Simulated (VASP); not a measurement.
Wanted: the native input for a VASP 6.6.1 run.

| Property | Result |
| --- | --- |
| Task | single point |
| Functional | r2SCAN |
| Potentials or basis | VASP PAW PBE potentials, release 64 (Hf_pv, O) |
| Cutoff | 520 eV |
| k mesh | 8 × 8 × 8 |
| Occupations | gaussian, width 0.02 eV |
| Spin | no spin polarisation |
| Dipole correction | no |
| Further INCAR settings | ALGO = Normal; EDIFF = 1e-06; NBANDS = 18 |

HfO2:

```xyz
3
Lattice="0.0000 2.5788 2.5788 2.5788 0.0000 2.5788 2.5788 2.5788 0.0000" Properties=species:S:1:pos:R:3 pbc="T T T"
Hf    0.0000    0.0000    0.0000
O     1.2894    1.2894    1.2894
O     3.8681    3.8681    3.8681
```

This cell differs from its parent crystal: volume scaled by 1.06.

One way to write it, as run:

POSCAR

```
HfO2
1.0
    0.0000000000      2.5787649812      2.5787649812
    2.5787649812      0.0000000000      2.5787649812
    2.5787649812      2.5787649812      0.0000000000
Hf O
1 2
Direct
    0.0000000000      0.0000000000      0.0000000000
    0.2500000000      0.2500000000      0.2500000000
    0.7500000000      0.7500000000      0.7500000000
```

INCAR.step1

```
ALGO = Normal
EDIFF = 1E-4
ENCUT = 520
GGA = PE
ISMEAR = 0
LASPH = T
LCHARG = F
LREAL = F
LWAVE = T
NBANDS = 18
NELM = 80
PREC = Accurate
SIGMA = 0.02
```

INCAR.step2

```
ALGO = Normal
EDIFF = 1E-6
ENCUT = 520
ISIF = 2
ISMEAR = 0
ISTART = 1
LASPH = T
LCHARG = F
LMIXTAU = T
LREAL = F
LWAVE = F
METAGGA = R2SCAN
NBANDS = 18
NELM = 80
PREC = Accurate
SIGMA = 0.02
```

KPOINTS

```
k-points
0
Gamma
  8 8 8
```

Potentials or basis: VASP PAW PBE potentials, release 64 (Hf_pv, O).

Command:

```console
$ cat potpaw_PBE.64/Hf_pv/POTCAR potpaw_PBE.64/O/POTCAR > POTCAR
$ cp INCAR.step1 INCAR
$ mpirun -np 1 vasp_std > vasp.out
$ cp INCAR.step2 INCAR
$ mpirun -np 1 vasp_std > vasp.out
```

It gave:

```json
{
  "Pressure": "-17.3 GPa",
  "Band gap on the k mesh": "4.14 eV, direct"
}
```

Caveat: the PAW data sets were made with another functional, which shifts forces and pressure a little; spin-orbit coupling is left out, which moves the levels of the heavy elements.

Wall time 35 s on 1 thread of Intel(R) Xeon(R) 6975P-C (Granite Rapids) (shared host), peak memory 0.17 GiB.
